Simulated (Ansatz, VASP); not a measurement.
HfSn3S8 in VASP and in Ansatz

Contents of INCAR:

```
SYSTEM = HfSn3S8
  ALGO = Normal
  EDIFF = 1E-6
  ENCUT = 520
  GGA = PE
  ISIF = 2
  ISMEAR = 0
  LASPH = .True.
  LCHARG = .False.
  LREAL = .False.
  LWAVE = .False.
  NBANDS = 62
  NELM = 80
  PREC = Accurate
  SIGMA = 0.1
```

KPOINTS

```
k-points
0
Gamma
  6 6 1
  0 0 0
```

POSCAR

```
HfSn3S8
1.0
    3.6802470300      0.0000000000      0.0000000000
   -1.8401235200      3.1871874200      0.0000000000
    0.0000000000      0.0000000000     24.9556156800
Hf Sn S
1 3 8
Direct
    0.0000000000      0.0000000000      0.5000000000
    0.0000000000      0.0000000000      0.0000000000
    0.0000000000      0.0000000000      0.2500000000
    0.0000000000      0.0000000000      0.7500000000
    0.3333333300      0.6666666700      0.0586633700
    0.3333333300      0.6666666700      0.3086633700
    0.3333333300      0.6666666700      0.5586633700
    0.3333333300      0.6666666700      0.8086633700
    0.6666666700      0.3333333300      0.1913366300
    0.6666666700      0.3333333300      0.4413366300
    0.6666666700      0.3333333300      0.6913366300
    0.6666666700      0.3333333300      0.9413366300
```

Input for Ansatz:

```yaml
crystal:
  lattice:
    - [3.68024703, 0.0, 0.0]
    - [-1.84012352, 3.18718742, 0.0]
    - [0.0, 0.0, 24.95561568]
  atoms:
    - { symbol: Hf, position: [0.0, 0.0, 0.5] }
    - { symbol: Sn, position: [0.0, 0.0, 0.0] }
    - { symbol: Sn, position: [0.0, 0.0, 0.25] }
    - { symbol: Sn, position: [0.0, 0.0, 0.75] }
    - { symbol: S, position: [0.33333333, 0.66666667, 0.05866337] }
    - { symbol: S, position: [0.33333333, 0.66666667, 0.30866337] }
    - { symbol: S, position: [0.33333333, 0.66666667, 0.55866337] }
    - { symbol: S, position: [0.33333333, 0.66666667, 0.80866337] }
    - { symbol: S, position: [0.66666667, 0.33333333, 0.19133663] }
    - { symbol: S, position: [0.66666667, 0.33333333, 0.44133663] }
    - { symbol: S, position: [0.66666667, 0.33333333, 0.69133663] }
    - { symbol: S, position: [0.66666667, 0.33333333, 0.94133663] }
basis:
  ecutwfc: 420
kpoints:
  mp_grid: { grid: [6, 6, 1] }
hamiltonian:
  xc: pbe
scf:
  occupations: { method: gaussian, width: 0.1 }
  lower_state_search: "off"
output:
  forces: true
  stress: true
  eigenvalues: true
```

Alike in both runs: task single point; functional PBE; k mesh 6 × 6 × 1; occupations gaussian, width 0.1 eV; no spin polarisation.

|  | VASP | Ansatz |
| --- | --- | --- |
| version | VASP 6.6.1 | Ansatz 0.2.0 |
| potentials or method | VASP PAW PBE potentials, release 64 (Hf_pv, Sn_d, S), cutoff 520 eV | scalar-relativistic, plane waves, PAW |
| valence electrons in the cell | 100 | 116 |

|  | VASP | Ansatz | Ansatz less VASP |
| --- | --- | --- | --- |
| gap on the k mesh at the Fermi level (eV) | 1.21 | 1.19 | -0.019 |
| least direct gap on the mesh (eV) | 1.72 | 1.73 | +0.007 |
| pressure (GPa) | 0.6 | 0.8 | +0.22 |
| traceless stress, the component that is largest in VASP (GPa) | 0.20 | 0.16 | -0.039 |
| rms of the force components (eV/Å) | 0.129 | 0.118 | -0.0107 |

Atom by atom the forces differ by 0.016 eV/Å (rms over components). The functional is the same, so the differences come from potentials, cutoffs and numerics. VASP's potentials hold 100 valence electrons a cell and Ansatz's 116, so a difference there can come from the potentials and not from the codes.

Spin-orbit coupling is off throughout.
